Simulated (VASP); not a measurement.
# Rb2HfS6 in VASP: single point with PBE

Aim: the single point of Rb2HfS6 with PBE.

All numbers are computed with VASP 6.6.1; they aren't measurements. Logs are shortened: lines on timing, memory, paths and dates and some standing lists are left out, and cuts for length are marked.

**1. The cell of the first run**

The typed cell holds 9 atoms: a = 7.009 Å, b = 7.009 Å, c = 5.484 Å, α = 90.00°, β = 90.00°, γ = 60.00°.

**2. Single point, PBE**

INCAR

```
  ALGO = Normal
  EDIFF = 1E-6
  ENCUT = 520
  GGA = PE
  ISIF = 2
  ISMEAR = 1
  LASPH = True
  LCHARG = False
  LREAL = False
  LWAVE = False
  NBANDS = 42
  NELM = 60
  PREC = Accurate
  SIGMA = 0.1063
```

KPOINTS

```
k-points
0
Gamma
  4 4 5
```

POSCAR

```
Rb2HfS6
1.0
    3.5045260000      6.0700140000      0.0000000000
   -3.5045260000      6.0700140000      0.0000000000
    0.0000000000      0.0000000000      5.4843910000
Hf Rb S
1 2 6
Direct
    0.0000000000      0.0000000000      0.0000000000
    0.3333000000      0.3334000000      0.6920000000
    0.6667000000      0.6666000000      0.3080000000
    0.1600000000      0.6800000000      0.1980000000
    0.1600000000      0.1600000000      0.1980000000
    0.6800000000      0.1600000000      0.1980000000
    0.8400000000      0.3200000000      0.8020000000
    0.3200000000      0.8400000000      0.8020000000
    0.8400000000      0.8400000000      0.8020000000
```

Potentials or basis: VASP PAW PBE potentials, release 64 (Hf_pv, Rb_sv, S).

On the command line:

```sh
$ cat potpaw_PBE.64/Hf_pv/POTCAR potpaw_PBE.64/Rb_sv/POTCAR potpaw_PBE.64/S/POTCAR > POTCAR
$ mpirun -np 1 vasp_std > vasp.out
```

OUTCAR:

```text
EDIFF = 1E-6
   ENCUT = 520
   GGA = PE
   ISIF = 2
   ISMEAR = 1
   LASPH = True
   LREAL = False
   NELM = 60
   PREC = Accurate

 ion  position               nearest neighbor table
   1  0.000  0.000  0.000-   5 2.23   9 2.23   6 2.23   7 2.23   8 2.23   4 2.23   3 4.38   2 4.38
                             3 4.39   2 4.39   3 4.39   2 4.39
   2  0.333  0.333  0.692-   4 3.43   5 3.43   6 3.43   4 3.48   5 3.48   6 3.48   8 3.56   9 3.56
                             7 3.56   7 3.56   8 3.56   9 3.56   1 4.38   1 4.39   1 4.39   3 4.56
   3  0.667  0.667  0.308-   7 3.43   9 3.43   8 3.43   7 3.48   9 3.48   8 3.48   6 3.56   5 3.56
                             4 3.56   4 3.56   6 3.56   5 3.56   1 4.38   1 4.39   1 4.39   2 4.56
   4  0.160  0.680  0.198-   1 2.23   2 3.43   2 3.48   3 3.56   3 3.56
   5  0.160  0.160  0.198-   1 2.23   2 3.43   2 3.48   3 3.56   3 3.56
   6  0.680  0.160  0.198-   1 2.23   2 3.43   2 3.48   3 3.56   3 3.56
   7  0.840  0.320  0.802-   1 2.23   3 3.43   3 3.48   2 3.56   2 3.56
   8  0.320  0.840  0.802-   1 2.23   3 3.43   3 3.48   2 3.56   2 3.56
   9  0.840  0.840  0.802-   1 2.23   3 3.43   3 3.48   2 3.56   2 3.56

  LATTYP: Found a hexagonal cell.
 ALAT       =     7.0090493253
 C/A-ratio  =     0.7824728783

  Lattice vectors:

 A1 = (   3.5045260000,  -6.0700140000,   0.0000000000)
 A2 = (   3.5045260000,   6.0700140000,   0.0000000000)
 A3 = (   0.0000000000,   0.0000000000,   5.4843910000)

Analysis of symmetry for initial positions (statically):
=====================================================================
 Subroutine PRICEL returns:
 Original cell was already a primitive cell.

 Routine SETGRP: Setting up the symmetry group for a
 hexagonal supercell.

 Subroutine GETGRP returns: Found  4 space group operations
 (whereof  4 operations were pure point group operations)
 out of a pool of 24 trial point group operations.

The static configuration has the point symmetry C_2h.

Analysis of symmetry for dynamics (positions and initial velocities):
=====================================================================
 Subroutine PRICEL returns:
 Original cell was already a primitive cell.

 Routine SETGRP: Setting up the symmetry group for a
 hexagonal supercell.

 Subroutine GETGRP returns: Found  4 space group operations
 (whereof  4 operations were pure point group operations)
 out of a pool of 24 trial point group operations.

The dynamic configuration has the point symmetry C_2h.

 Subroutine INISYM returns: Found  4 space group operations
 (whereof  4 operations are pure point group operations),
 and found     1 'primitive' translations

----------------------------------------------------------------------------------------

                                     Primitive cell

  volume of cell :     233.3337

  direct lattice vectors                    reciprocal lattice vectors
     3.504526000  6.070014000  0.000000000     0.142672647  0.082372133  0.000000000
    -3.504526000  6.070014000  0.000000000    -0.142672647  0.082372133  0.000000000
     0.000000000  0.000000000  5.484391000     0.000000000  0.000000000  0.182335650

  length of vectors
     7.009049325  7.009049325  5.484391000     0.164744203  0.164744203  0.182335650

  position of ions in fractional coordinates (direct lattice)
     0.000000000  0.000000000  0.000000000
     0.333300000  0.333400000  0.692000000
     0.666700000  0.666600000  0.308000000
     0.160000000  0.680000000  0.198000000
     0.160000000  0.160000000  0.198000000
     0.680000000  0.160000000  0.198000000
     0.840000000  0.320000000  0.802000000
     0.320000000  0.840000000  0.802000000
     0.840000000  0.840000000  0.802000000

  ion indices of the primitive-cell ions
   primitive index   ion index
                 1           1
                 2           2
                 3           3
                 4           4
                 5           5
                 6           6
                 7           7
                 8           8
                 9           9

----------------------------------------------------------------------------------------

 KPOINTS: k-points

Automatic generation of k-mesh.
 Grid dimensions read from file:
 generate k-points for:    4    4    5

 Generating k-lattice:

  Cartesian coordinates                     Fractional coordinates (reciprocal lattice)
     0.035668162  0.020593033  0.000000000     0.250000000  0.000000000  0.000000000
    -0.035668162  0.020593033  0.000000000     0.000000000  0.250000000  0.000000000
     0.000000000  0.000000000  0.036467130     0.000000000  0.000000000  0.200000000

  Length of vectors
     0.041186051  0.041186051  0.036467130

  Shift w.r.t. Gamma in fractional coordinates (k-lattice)
     0.000000000  0.000000000  0.000000000

 Subroutine IBZKPT returns following result:
 ===========================================

 Found     27 irreducible k-points:

 Following reciprocal coordinates:
            Coordinates               Weight
  0.000000  0.000000  0.000000      1.000000
  0.250000  0.000000  0.000000      4.000000
  0.000000  0.250000  0.000000      2.000000
  0.500000  0.000000  0.000000      2.000000
  0.000000  0.500000  0.000000      1.000000
  0.500000  0.250000  0.000000      2.000000
[... 16 lines left out ...]
  0.500000  0.000000  0.400000      4.000000
  0.000000  0.500000  0.400000      2.000000
 [... further k-points ...]
   k-points           NKPTS =     27   k-points in BZ     NKDIM =     27   number of bands    NBANDS=     42
   number of dos      NEDOS =    301   number of ions     NIONS =      9
   total plane-waves  NPLWV = 122472
   dimension x,y,z NGX =    54 NGY =   54 NGZ =   42
   dimension x,y,z NGXF=   108 NGYF=  108 NGZF=   84
   ions per type =               1   2   6
   NGX,Y,Z   is equivalent  to a cutoff of  12.81, 12.81, 12.73 a.u.
   NGXF,Y,Z  is equivalent  to a cutoff of  25.62, 25.62, 25.46 a.u.
 SYSTEM =  unknown system
   PREC   = accura    normal or accurate (medium, high low for compatibility)
   ISTART =      0    job   : 0-new  1-cont  2-samecut
   ICHARG =      2    charge: 1-file 2-atom 10-const
   ISPIN  =      1    spin polarized calculation?
   LNONCOLLINEAR =      F non collinear calculations
   LSORBIT =      F    spin-orbit coupling
   LASPH  =      T    aspherical Exc in radial PAW
   ENCUT  =  520.0 eV  38.22 Ry    6.18 a.u.  13.03 13.03 10.20*2*pi/ulx,y,z
   NELM   =     60;   NELMIN=  2; NELMDL= -5     # of ELM steps
   EDIFF  = 0.1E-05   stopping-criterion for ELM
   LREAL  =      F    real-space projection
[... 7 lines left out ...]
   TEBEG  =    0.0;   TEEND  =   0.0 temperature during run
   PSTRESS=    0.0 pullay stress
   NELECT =      64.0000    total number of electrons
   NUPDOWN=      -1.0000    fix difference up-down
   EMIN   =  10.00;   EMAX   =-10.00  energy-range for DOS
   EFERMI =   0.00;   METHOD = LEGACY
   ISMEAR =     1;   SIGMA  =   0.11  broadening in eV -4-tet -1-fermi 0-gaus
   EFERMI_NEDOS =   21; number of points for ismear=-14 and -15
   IALGO  =     38    algorithm
   IMIX   =      4    mixing-type and parameters
     AMIX     =   0.40;   BMIX     =  1.00
     AMIX_MAG =   1.60;   BMIX_MAG =  1.00
  volume/ion in A,a.u.               =      25.93       174.96
  Fermi-wavevector in a.u.,A,eV,Ry     =   1.063675  2.010055 15.393698  1.131405
  Thomas-Fermi vector in A             =   2.199168
   LORBIT       =      0    0 simple, 1 ext, 2 COOP (PROOUT), +10 PAW based schemes
   GGA     = PE    functional components
   LHFCALC =     F    Hartree Fock is set to
   AEXX    =    0.0000 exact exchange contribution
   IVDW    =     0    specifies the selected vdW correction
   LEPSILON=     F    determine dielectric tensor
   LRPA    =     F    only Hartree local field effects (RPA)
 non-spin polarized calculation
 Methfessel and Paxton  Order N= 1 SIGMA  =   0.11
  energy-cutoff  :      520.00
  volume of cell :      233.33
 maximum number of plane-waves:      6311
 NGX is ok and might be reduce to    54
   NGX = 27   NGY = 27   NGZ = 21

 number of electron      64.0000001 magnetization

 Free energy of the ion-electron system (eV)
  ---------------------------------------------------
  ext. energy  EPLUGINS =         0.00000000
  ---------------------------------------------------
  free energy    TOTEN  =       -36.48584592 eV

  energy without entropy =      -36.47923230  energy(sigma->0) =      -36.48364138

 E-fermi :   1.8943     XC(G=0):  -8.8008

 val. band max:        1.8871578718   @ k =   0.2500   0.0000   0.2000
 cond. band min:       1.9099235762   @ k =   0.2500   0.0000   0.4000
 fundamental gap:      0.0227657045
 Fermi energy:         1.8943360669

 k-point     1 :       0.0000    0.0000    0.0000
  band No.  band energies     occupation
      1     -27.3965      2.00000
      2     -27.3965      2.00000
      3     -27.1573      2.00000
      4     -23.7567      2.00000
      5     -23.7453      2.00000
      6     -11.2694      2.00000
[... 34 lines left out ...]
     41       8.4437      0.00000
     42       8.4446      0.00000

 k-point     2 :       0.2500    0.0000    0.0000
  band No.  band energies     occupation
      1     -27.3966      2.00000
      2     -27.3965      2.00000
      3     -27.1573      2.00000
      4     -23.7551      2.00000
      5     -23.7467      2.00000
      6     -11.2331      2.00000
[... 34 lines left out ...]
     41       8.3125      0.00000
     42       8.4671      0.00000

 k-point     3 :       0.0000    0.2500    0.0000
  band No.  band energies     occupation
      1     -27.3966      2.00000
      2     -27.3965      2.00000
      3     -27.1573      2.00000
      4     -23.7551      2.00000
      5     -23.7467      2.00000
      6     -11.2331      2.00000
[... 34 lines left out ...]
     41       8.3121      0.00000
     42       8.4672      0.00000

 k-point     4 :       0.5000    0.0000    0.0000
  band No.  band energies     occupation
      1     -27.3966      2.00000
      2     -27.3965      2.00000
      3     -27.1573      2.00000
      4     -23.7527      2.00000
      5     -23.7490      2.00000
      6     -11.1934      2.00000
[... 844 lines left out ...]
     41       8.2929      0.00000
     42       8.5526      0.00000

 k-point    23 :       0.5000    0.0000    0.4000
  band No.  band energies     occupation
      1     -27.3965      2.00000
      2     -27.3964      2.00000
      3     -27.1579      2.00000
      4     -23.7514      2.00000
      5     -23.7487      2.00000
      6     -11.0514      2.00000
[... 34 lines left out ...]
     41       8.4403      0.00000
     42       8.7454      0.00000

 k-point    24 :       0.0000    0.5000    0.4000
  band No.  band energies     occupation
      1     -27.3965      2.00000
      2     -27.3964      2.00000
      3     -27.1579      2.00000
      4     -23.7514      2.00000
      5     -23.7487      2.00000
      6     -11.0514      2.00000
[... 34 lines left out ...]
     41       8.4399      0.00000
     42       8.7418      0.00000

 [... further k-points ...]

------------------------ aborting loop because EDIFF is reached ----------------------------------------

  FORCE on cell =-STRESS in cart. coord.  units (eV):
  Direction    XX          YY          ZZ          XY          YZ          ZX
  --------------------------------------------------------------------------------------
  -------------------------------------------------------------------------------------
  Total       23.1460753     23.1454053     15.5353017     -0.0005599      0.0001463     -0.0002535
  in kB      158.9317115    158.9271107    106.6726025     -0.0038444      0.0010047     -0.0017406
  external PRESSURE =     141.5104749 kB  Pullay stress =       0.0000000 kB

 VOLUME and BASIS-vectors are now :
 -----------------------------------------------------------------------------
  energy-cutoff  :      520.00
  volume of cell :      233.33
      direct lattice vectors                 reciprocal lattice vectors
     3.504526000  6.070014000  0.000000000     0.142672647  0.082372133  0.000000000
    -3.504526000  6.070014000  0.000000000    -0.142672647  0.082372133  0.000000000
     0.000000000  0.000000000  5.484391000     0.000000000  0.000000000  0.182335650

 POSITION                                       TOTAL-FORCE (eV/Angst)
 -----------------------------------------------------------------------------------
      0.00000      0.00000      0.00000         0.000000     -0.000000      0.000000
     -0.00035      4.04688      3.79520         0.000604     -0.000349      0.070122
      0.00035      8.09315      1.68919        -0.000604      0.000349     -0.070122
     -1.82235      5.09881      1.08591         3.367220     -1.944065      2.560614
      0.00000      1.94240      1.08591         0.000203      3.888112      2.560555
      1.82235      5.09881      1.08591        -3.367104     -1.944231      2.560555
      1.82235      7.04122      4.39848        -3.367220      1.944065     -2.560614
     -1.82235      7.04122      4.39848         3.367104      1.944231     -2.560555
      0.00000     10.19762      4.39848        -0.000203     -3.888112     -2.560555
 -----------------------------------------------------------------------------------
    total drift:                                0.000000     -0.000000     -0.000000

  FREE ENERGIE OF THE ION-ELECTRON SYSTEM (eV)
  ---------------------------------------------------
  free  energy   TOTEN  =       -36.4858459176 eV

  energy  without entropy=      -36.4792323012  energy(sigma->0) =      -36.48364138
```

Run time: 5.3 min. Hardware: 1 thread of Intel Xeon Platinum 8375C at 2.90GHz (Ice Lake), shared host; peak memory 0.47 GiB.

Results:

```
Free energy            : -36.4858 eV
Pressure               : 14.2 GPa
Largest force          : 4.656 eV/Å
Band gap on the k mesh : zero (band 32 reaches 2.05 eV, above the bottom of band 33 at 1.84 eV)
```

Forces on the atoms (eV/Å):
```
Hf   0.000  0.000  0.000
Rb   0.001  0.000  0.070
Rb  -0.001  0.000 -0.070
S    3.367 -1.944  2.561
S    0.000  3.888  2.561
S   -3.367 -1.944  2.561
S   -3.367  1.944 -2.561
S    3.367  1.944 -2.561
S    0.000 -3.888 -2.561
```

Stress tensor (GPa, compression positive):
```
15.89  0.00  0.00
 0.00 15.89  0.00
 0.00  0.00 10.67
```

Caveat: spin-orbit coupling is left out, which moves the levels of the heavy elements; forces of over 1 eV/Å act on the atoms, so gaps and moduli don't describe the material at rest.
